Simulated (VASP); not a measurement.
Write the native input for VASP 6.6.1 that does the following.

```
Task                   : single point
Functional             : PBEsol
Potentials or basis    : VASP PAW PBE potentials, release 64 (Co)
Cutoff                 : 520 eV
k mesh                 : 18 × 18 × 18
Occupations            : fermi-dirac, width 0.05 eV
Spin                   : collinear spin, ferromagnetic start
Starting moments       : [1.782] μB
Dipole correction      : no
Further INCAR settings : ALGO = Normal; EDIFF = 1e-06; NBANDS = 14
```

The structure of Co lies in POSCAR:

```
Co
1.0
   -1.4187514734      1.4187514734      1.4187514734
    1.4187514734     -1.4187514734      1.4187514734
    1.4187514734      1.4187514734     -1.4187514734
Co
1
Direct
    0.0000000000      0.0000000000      0.0000000000
```

This cell differs from its parent crystal: volume scaled by 1.08.

One way to write it, as run:

INCAR

```
SYSTEM = Co
PREC = Accurate
ENCUT = 520
EDIFF = 1E-6
ISMEAR = -1
SIGMA = 0.05
LREAL = .FALSE.
LASPH = .TRUE.
NELM = 150
ALGO = Normal
ISIF = 2
LWAVE = .FALSE.
LCHARG = .TRUE.
ISPIN = 2
MAGMOM = 1.782
LORBIT = 11
LMAXMIX = 4
GGA = PS
LELF = .TRUE.
LVHAR = .TRUE.
NBANDS = 14
```

KPOINTS

```
regular mesh
0
G
  18 18 18
  0 0 0
```

Potentials or basis: VASP PAW PBE potentials, release 64 (Co).

The run is started by

```bash
$ cat potpaw_PBE.64/Co/POTCAR > POTCAR
$ mpirun -np 1 vasp_std > vasp.out
```

Results of the run:

- Pressure: -15.4 GPa
- Net moment: 1.75 μB per cell
- Site moments: Co +1.77 μB
- Valence electrons inside the program's atomic spheres: Co 8.17

Caveat: the PAW data sets were made with another functional, which shifts forces and pressure a little.

It used 40 s of CPU time on 1 thread of Intel Xeon 6975P-C (shared host).
